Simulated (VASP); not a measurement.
Hf:

```
Hf
1.0
    -1.81695    1.81695    1.81695
     1.81695   -1.81695    1.81695
     1.81695    1.81695   -1.81695
Hf
1
Direct
  0.00000 0.00000 0.00000
```

This isn't the form of Hf at room conditions, which is hcp.

Base run:

* Program: VASP 6.6.1
* Functional: r2SCAN
* Potentials or basis: VASP PAW PBE potentials, release 64 (Hf_pv)
* Cutoff: 550 eV
* k mesh: 10 × 10 × 10
* Occupations: fermi-dirac, width 0.05 eV
* Spin: no spin polarisation

Its results: band gap on the k mesh zero (bands 5 and 6 overlap by 2.41 eV); pressure -7.6 GPa.

**Question.** The run is repeated on the same cell with these changes: functional from r2SCAN to HSE06; cutoff from 550 eV to 520 eV; k mesh from 10 × 10 × 10 to 6 × 6 × 6. What comes out?

**Answer.** Band gap on the k mesh zero (bands 5 and 6 overlap by 2.89 eV); pressure -5.9 GPa.

Several settings changed at once.

Caveats: some runs use coarse meshes; the PAW data sets were made with another functional, which shifts forces and pressure a little; spin-orbit coupling is left out, which moves the levels of the heavy elements; the cell stands under tension (at least some runs).
